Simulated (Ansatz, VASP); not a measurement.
## HfO2: VASP beside Ansatz

```
CELL_PARAMETERS angstrom
0.00000 2.52918 2.52918
2.50389 0.00000 2.52918
2.50389 2.52918 0.00000
ATOMIC_POSITIONS crystal
Hf 0.00000 0.00000 0.00000
O 0.25000 0.25000 0.25000
O 0.75000 0.75000 0.75000
```

Change from the starting cell: uniaxial_x strain -1.0%.

Alike in both runs: task single point; functional PBE; k mesh 8 × 8 × 8; occupations fermi-dirac, width 0.02 eV; no spin polarisation.

|  | VASP | Ansatz |
| --- | --- | --- |
| version | VASP 6.6.1 | Ansatz 0.2.0 |
| potentials or method | VASP PAW PBE potentials, release 64 (Hf_pv, O) | plane waves, PAW |
| plane-wave cutoff (eV) | 520 | 420 |
| valence electrons in the cell | 22 | 38 |

|  | VASP | Ansatz | Ansatz less VASP |
| --- | --- | --- | --- |
| gap on the k mesh at the Fermi level (eV) | 3.77 | 3.75 | -0.017 |
| pressure (GPa) | 4.8 | 8.8 | +3.93 |
| traceless stress, the component that is largest in VASP (GPa) | 3.20 | 3.14 | -0.065 |

The functional is the same, so the differences come from potentials, cutoffs and numerics. VASP's potentials hold 22 valence electrons a cell and Ansatz's 38, so a difference there can come from the potentials and not from the codes.

Neither program's run includes spin-orbit coupling.
